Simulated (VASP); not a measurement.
# InPd (Cmmm) in VASP: single point with LDA

Aim: the single point of InPd with LDA.

Program: VASP 6.6.1. These are calculated values, not measurements. Logs are shortened: lines on timing, memory, paths and dates and some standing lists are left out, and cuts for length are marked.

**1. The cell of the first run**

The structure is orthorhombic, space group Cmmm (No. 65). Conventional cell: a = 4.584 Å, b = 4.670 Å, c = 3.272 Å, α = 90.00°, β = 90.00°, γ = 90.00°. In (site symmetry mmm) has 8 Pd at 2.82 to 2.85 Å and 6 In at 3.27 Å within 3.7 Å. Pd (site symmetry mmm) has 8 In at 2.82 to 2.85 Å and 6 Pd at 3.27 Å within 3.7 Å.

**2. Single point, LDA (strain +0.0187 x Voigt [0, 0, 0, 0, 1, 0])**

INCAR

```
ALGO = Fast ; EDIFF = 1E-6
ENCUT = 520 ; GGA = CA
ISIF = 2 ; ISMEAR = 0
LASPH = T ; LCHARG = F
LREAL = F ; LWAVE = F
NBANDS = 18 ; NELM = 80
PREC = Accurate ; SIGMA = 0.15
```

KPOINTS

```
k-points
0
Gamma
  14 14 14
```

POSCAR

```
InPd
1.0
    3.2718847800      0.0000000000      0.0305921227
    0.0000000000      3.2718847800      0.0000000000
    0.0305921227      0.0000000000      3.2718847800
In Pd
1 1
Direct
    0.0000000000      0.0000000000      0.0000000000
    0.5000000000      0.5000000000      0.5000000000
```

Potentials or basis: VASP PAW LDA potentials, release 64 (In_d, Pd).

Run with:

```sh
> cat potpaw_LDA.64/In_d/POTCAR potpaw_LDA.64/Pd/POTCAR > POTCAR
> mpirun -np 1 vasp_std > vasp.out
```

OUTCAR:

```text
EDIFF = 1E-6
   ENCUT = 520
   GGA = CA
   ISIF = 2
   ISMEAR = 0
   LASPH = T
   LREAL = F
   NELM = 80
   PREC = Accurate

 ion  position               nearest neighbor table
   1  0.000  0.000  0.000-   2 2.82   2 2.82   2 2.82   2 2.82   2 2.85   2 2.85   2 2.85   2 2.85

   2  0.500  0.500  0.500-   1 2.82   1 2.82   1 2.82   1 2.82   1 2.85   1 2.85   1 2.85   1 2.85

  LATTYP: Found a base centered orthorhombic cell.
 ALAT       =     4.5838800356
 B/A-ratio  =     1.0188764952
 C/A-ratio  =     0.7137806301

  Lattice vectors:

 A1 = (  -3.2718847800,   0.0000000000,  -0.0305921227)
 A2 = (   0.0305921227,   0.0000000000,   3.2718847800)
 A3 = (   0.0000000000,   3.2718847800,   0.0000000000)

Analysis of symmetry for initial positions (statically):
=====================================================================
 Subroutine PRICEL returns:
 Original cell was already a primitive cell.

 Routine SETGRP: Setting up the symmetry group for a
 base centered orthorhombic supercell.

 Subroutine GETGRP returns: Found  8 space group operations
 (whereof  8 operations were pure point group operations)
 out of a pool of  8 trial point group operations.

The static configuration has the point symmetry D_2h.

Analysis of symmetry for dynamics (positions and initial velocities):
=====================================================================
 Subroutine PRICEL returns:
 Original cell was already a primitive cell.

 Routine SETGRP: Setting up the symmetry group for a
 base centered orthorhombic supercell.

 Subroutine GETGRP returns: Found  8 space group operations
 (whereof  8 operations were pure point group operations)
 out of a pool of  8 trial point group operations.

The dynamic configuration has the point symmetry D_2h.

 Subroutine INISYM returns: Found  8 space group operations
 (whereof  8 operations are pure point group operations),
 and found     1 'primitive' translations

----------------------------------------------------------------------------------------

                                     Primitive cell

  volume of cell :      35.0232

  direct lattice vectors                    reciprocal lattice vectors
     3.271884780  0.000000000  0.030592123     0.305660956  0.000000000 -0.002857930
     0.000000000  3.271884780  0.000000000     0.000000000  0.305634234  0.000000000
     0.030592123  0.000000000  3.271884780    -0.002857930  0.000000000  0.305660956

  length of vectors
     3.272027795  3.271884780  3.272027795     0.305674317  0.305634234  0.305674317

  position of ions in fractional coordinates (direct lattice)
     0.000000000  0.000000000  0.000000000
     0.500000000  0.500000000  0.500000000

  ion indices of the primitive-cell ions
   primitive index   ion index
                 1           1
                 2           2

----------------------------------------------------------------------------------------

 KPOINTS: k-points

Automatic generation of k-mesh.
 Grid dimensions read from file:
 generate k-points for:   14   14   14

 Generating k-lattice:

  Cartesian coordinates                     Fractional coordinates (reciprocal lattice)
     0.021832925  0.000000000 -0.000204138     0.071428571  0.000000000  0.000000000
     0.000000000  0.021831017  0.000000000     0.000000000  0.071428571  0.000000000
    -0.000204138  0.000000000  0.021832925     0.000000000  0.000000000  0.071428571

  Length of vectors
     0.021833880  0.021831017  0.021833880

  Shift w.r.t. Gamma in fractional coordinates (k-lattice)
     0.000000000  0.000000000  0.000000000

 Subroutine IBZKPT returns following result:
 ===========================================

 Found    456 irreducible k-points:

 Following reciprocal coordinates:
            Coordinates               Weight
  0.000000  0.000000  0.000000      1.000000
  0.071429  0.000000 -0.000000      4.000000
  0.142857  0.000000  0.000000      4.000000
  0.214286  0.000000 -0.000000      4.000000
  0.285714  0.000000  0.000000      4.000000
  0.357143  0.000000  0.000000      4.000000
[... 16 lines left out ...]
  0.428571  0.142857 -0.000000      8.000000
  0.500000  0.142857  0.000000      4.000000
 [... further k-points ...]
   k-points           NKPTS =    456   k-points in BZ     NKDIM =    456   number of bands    NBANDS=     18
   number of dos      NEDOS =    301   number of ions     NIONS =      2
   total plane-waves  NPLWV =  13824
   dimension x,y,z NGX =    24 NGY =   24 NGZ =   24
   dimension x,y,z NGXF=    48 NGYF=   48 NGZF=   48
   ions per type =               1   1
   NGX,Y,Z   is equivalent  to a cutoff of  12.19, 12.19, 12.19 a.u.
   NGXF,Y,Z  is equivalent  to a cutoff of  24.39, 24.39, 24.39 a.u.
 SYSTEM =  unknown system
   PREC   = accura    normal or accurate (medium, high low for compatibility)
   ISTART =      0    job   : 0-new  1-cont  2-samecut
   ICHARG =      2    charge: 1-file 2-atom 10-const
   ISPIN  =      1    spin polarized calculation?
   LNONCOLLINEAR =      F non collinear calculations
   LSORBIT =      F    spin-orbit coupling
   LASPH  =      T    aspherical Exc in radial PAW
   ENCUT  =  520.0 eV  38.22 Ry    6.18 a.u.   6.08  6.08  6.08*2*pi/ulx,y,z
   NELM   =     80;   NELMIN=  2; NELMDL= -5     # of ELM steps
   EDIFF  = 0.1E-05   stopping-criterion for ELM
   LREAL  =      F    real-space projection
   EDIFFG = 0.1E-04   stopping-criterion for IOM
   NSW    =      0    number of steps for IOM
   IBRION =     -1    ionic relax: 0-MD 1-quasi-New 2-CG
   NFREE  =      0    steps in history (QN), initial steepest desc. (CG)
   ISIF   =      2    stress and relaxation
   ISYM   =      2    0-nonsym 1-usesym 2-fastsym
   POTIM  = 0.5000    time-step for ionic-motion
   TEBEG  =    0.0;   TEEND  =   0.0 temperature during run
   PSTRESS=    0.0 pullay stress
   NELECT =      23.0000    total number of electrons
   NUPDOWN=      -1.0000    fix difference up-down
   EMIN   =  10.00;   EMAX   =-10.00  energy-range for DOS
   EFERMI =   0.00;   METHOD = LEGACY
   ISMEAR =     0;   SIGMA  =   0.15  broadening in eV -4-tet -1-fermi 0-gaus
   EFERMI_NEDOS =   21; number of points for ismear=-14 and -15
   IALGO  =     68    algorithm
   IMIX   =      4    mixing-type and parameters
     AMIX     =   0.40;   BMIX     =  1.00
     AMIX_MAG =   1.60;   BMIX_MAG =  1.00
  volume/ion in A,a.u.               =      17.51       118.17
  Fermi-wavevector in a.u.,A,eV,Ry     =   1.422980  2.689042 27.550053  2.024872
  Thomas-Fermi vector in A             =   2.543626
   LORBIT       =      0    0 simple, 1 ext, 2 COOP (PROOUT), +10 PAW based schemes
   GGA     = CA    functional components
   LHFCALC =     F    Hartree Fock is set to
   AEXX    =    0.0000 exact exchange contribution
   IVDW    =     0    specifies the selected vdW correction
   LEPSILON=     F    determine dielectric tensor
   LRPA    =     F    only Hartree local field effects (RPA)
 non-spin polarized calculation
 RMM-DIIS sequential band-by-band and
 Gauss-broadening in eV      SIGMA  =   0.15
  energy-cutoff  :      520.00
  volume of cell :       35.02
 maximum number of plane-waves:       962
   NGX = 13   NGY = 13   NGZ = 13

 number of electron      22.9999994 magnetization

 Free energy of the ion-electron system (eV)
  ---------------------------------------------------
  ext. energy  EPLUGINS =         0.00000000
  ---------------------------------------------------
  free energy    TOTEN  =       -10.76732054 eV

  energy without entropy =      -10.75886966  energy(sigma->0) =      -10.76309510

 E-fermi :  10.2494     XC(G=0): -12.5387

 val. band max:       10.2378082860   @ k =  -0.2857   0.0000   0.0714
 cond. band min:      10.2499625524   @ k =   0.0714   0.2857  -0.0000
 fundamental gap:      0.0121542663
 Fermi energy:        10.2493706617

 k-point     1 :       0.0000    0.0000    0.0000
  band No.  band energies     occupation
      1      -4.6394      2.00000
      2      -4.6388      2.00000
      3      -4.2354      2.00000
      4      -4.2272      2.00000
      5      -4.2190      2.00000
      6       0.1182      2.00000
[... 10 lines left out ...]
     17      20.9333      0.00000
     18      26.1724      0.00000

 k-point     2 :       0.0714    0.0000   -0.0000
  band No.  band energies     occupation
      1      -4.6363      2.00000
      2      -4.6213      2.00000
      3      -4.2377      2.00000
      4      -4.2326      2.00000
      5      -4.2203      2.00000
      6       0.1993      2.00000
[... 10 lines left out ...]
     17      21.3558      0.00000
     18      25.9778      0.00000

 k-point     3 :       0.1429    0.0000    0.0000
  band No.  band energies     occupation
      1      -4.6281      2.00000
      2      -4.5718      2.00000
      3      -4.2495      2.00000
      4      -4.2476      2.00000
      5      -4.2190      2.00000
      6       0.4422      2.00000
[... 10 lines left out ...]
     17      22.7636      0.00000
     18      25.6059      0.00000

 k-point     4 :       0.2143    0.0000   -0.0000
  band No.  band energies     occupation
      1      -4.6162      2.00000
      2      -4.5005      2.00000
      3      -4.2700      2.00000
      4      -4.2692      2.00000
      5      -4.2135      2.00000
      6       0.8450      2.00000
[... 375 lines left out ...]
      4      -4.3147      2.00000
      5      -4.2302      2.00000
      6       2.3681      2.00000
[... 10 lines left out ...]
     17      22.8740      0.00000
     18      23.3900      0.00000

 k-point    23 :       0.4286    0.1429   -0.0000
  band No.  band energies     occupation
      1      -4.5413      2.00000
      2      -4.3791      2.00000
      3      -4.3355      2.00000
      4      -4.2681      2.00000
      5      -4.2283      2.00000
      6       3.1223      2.00000
[... 10 lines left out ...]
     17      22.0715      0.00000
     18      22.9229      0.00000

 k-point    24 :       0.5000    0.1429    0.0000
  band No.  band energies     occupation
      1      -4.5386      2.00000
      2      -4.3857      2.00000
      3      -4.3411      2.00000
      4      -4.2507      2.00000
      5      -4.2276      2.00000
      6       3.6541      2.00000
[... 10 lines left out ...]
     17      21.4220      0.00000
     18      22.8602      0.00000

 [... further k-points ...]
[... 5 lines left out ...]
  --------------------------------------------------------------------------------------
  -------------------------------------------------------------------------------------
  Total       -1.3982622     -1.3942785     -1.3982622      0.0000000      0.0000000     -0.1801864
  in kB      -63.9651114    -63.7828711    -63.9651114      0.0000000      0.0000000     -8.2428346
  external PRESSURE =     -63.9043647 kB  Pullay stress =       0.0000000 kB

 VOLUME and BASIS-vectors are now :
 -----------------------------------------------------------------------------
  energy-cutoff  :      520.00
  volume of cell :       35.02
      direct lattice vectors                 reciprocal lattice vectors
     3.271884780  0.000000000  0.030592123     0.305660956  0.000000000 -0.002857930
     0.000000000  3.271884780  0.000000000     0.000000000  0.305634234  0.000000000
     0.030592123  0.000000000  3.271884780    -0.002857930  0.000000000  0.305660956

 POSITION                                       TOTAL-FORCE (eV/Angst)
 -----------------------------------------------------------------------------------
      0.00000      0.00000      0.00000        -0.000000      0.000000      0.000000
      1.65124      1.63594      1.65124         0.000000      0.000000      0.000000
 -----------------------------------------------------------------------------------
    total drift:                                0.000000      0.000000     -0.000000

  FREE ENERGIE OF THE ION-ELECTRON SYSTEM (eV)
  ---------------------------------------------------
  free  energy   TOTEN  =       -10.7673205449 eV

  energy  without entropy=      -10.7588696585  energy(sigma->0) =      -10.76309510
```

It took 3.9 min on 1 thread of Intel Xeon 8259CL, shared host; peak memory 0.38 GiB.

Results:

- Free energy: -10.7673 eV
- Pressure: -6.4 GPa

Stress tensor (GPa, compression positive):
```
-6.40  0.00 -0.82
 0.00 -6.38  0.00
-0.82  0.00 -6.40
```

Caveat: the cell differs from its parent crystal (strain +0.0187 x Voigt [0, 0, 0, 0, 1, 0]); spin-orbit coupling is left out, which moves the levels of the heavy elements.
